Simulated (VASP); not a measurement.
Runs of VASP 6.6.1 on Co. The structure is that of space group P6_3/mmc (No. 194), or close to it. The cells are those of the table. 

```csv
task,cell,cutoff (eV),gap on the mesh (eV),pressure (GPa),moment (μB)
relaxation of shape and atoms at fixed volume,"relaxed from a = 2.504, b = 2.504, c = 4.048 Å, angles 90.0, 90.0, 120.0°, 2 atoms",600,none,-13.3,3.20
single point,"a = 2.456, b = 2.456, c = 3.969 Å, angles 90.0, 90.0, 120.0°, 2 atoms",520,none,-0.9,(a)
single point,"a = 2.504, b = 2.504, c = 4.049 Å, angles 90.0, 90.0, 120.0°, 2 atoms",520,none,-13.2,3.20
single point,"a = 2.487, b = 2.487, c = 4.063 Å, angles 90.0, 90.0, 120.0°, 2 atoms",520,none,-11.3,3.20
```

Alike in all rows: level PBEsol; potentials or basis VASP PAW PBE potentials, release 64 (Co); spin collinear, ferromagnetic start; k mesh 18 × 18 × 10; smearing gaussian 0.1 eV.

Problem. Estimate the missing entries.

Solution. (a) 3.14.

Caveats: the PAW data sets were made with another functional, which shifts forces and pressure a little; the relaxation stopped at its first step, so nothing moved (some runs).

A gap of «none» marks levels without a gap at the run's occupations.
